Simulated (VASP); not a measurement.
Input of a VASP 6.6.1 run:

Contents of INCAR:

```
ALGO = Fast
EDIFF = 1E-6
EDIFFG = -0.01
ENCUT = 600
GGA = PE
IBRION = 2
ISIF = 3
ISMEAR = 0
LASPH = T
LCHARG = F
LREAL = F
LWAVE = F
NELM = 80
NSW = 100
PREC = Accurate
SIGMA = 0.1
```

KPOINTS

```
k-points
0
Gamma
  12 12 4
```

File POSCAR:

```
Be5Te2
1.0
    3.8279416791      0.0000000000      0.0000000000
   -1.9139708396      3.3150947383      0.0000000000
    0.0000000000      0.0000000000      9.2147960111
Be Te
5 2
Direct
    0.0000000000      0.0000000000      0.0004504245
    0.0000000000      0.0000000000      0.7622835380
    0.6666666667      0.3333333333      0.9506048386
    0.3333333333      0.6666666667      0.9952019489
    0.6666666667      0.3333333333      0.3786650930
    0.3333333333      0.6666666667      0.2827293628
    0.6666666667      0.3333333333      0.6500647943
```

Potentials or basis: VASP PAW PBE potentials, release 64 (Be, Te).

Command:

```console
$ cat potpaw_PBE.64/Be/POTCAR potpaw_PBE.64/Te/POTCAR > POTCAR
$ mpirun -np 1 vasp_std > vasp.out
```

Problem. What does it give for the relaxed cell?

Solution. a = 3.833 Å, b = 3.833 Å, c = 9.153 Å, α = 90.00°, β = 90.00°, γ = 120.00°.

Problem. What does it give for the space group after relaxing (to 0.1 Å)?

Solution. P3m1 (No. 156).

Problem. Estimate the band gap on the k mesh.

Solution. Zero (bands 11 and 12 overlap by 1.71 eV).

Problem. What does it give for the relaxed volume?

Solution. 16.64 Å³/atom.

Final structure:
```
Be Te
1.0
     3.83329    0.00000    0.00000
    -1.91664    3.31972    0.00000
     0.00000    0.00000    9.15286
Be Te
5 2
Direct
  0.00000 0.00000 0.00086
  0.00000 0.00000 0.76205
  0.66667 0.33333 0.95105
  0.33333 0.66667 0.99698
  0.66667 0.33333 0.37828
  0.33333 0.66667 0.28155
  0.66667 0.33333 0.64923
```

Caveat: spin-orbit coupling is left out, which moves the levels of the heavy elements.
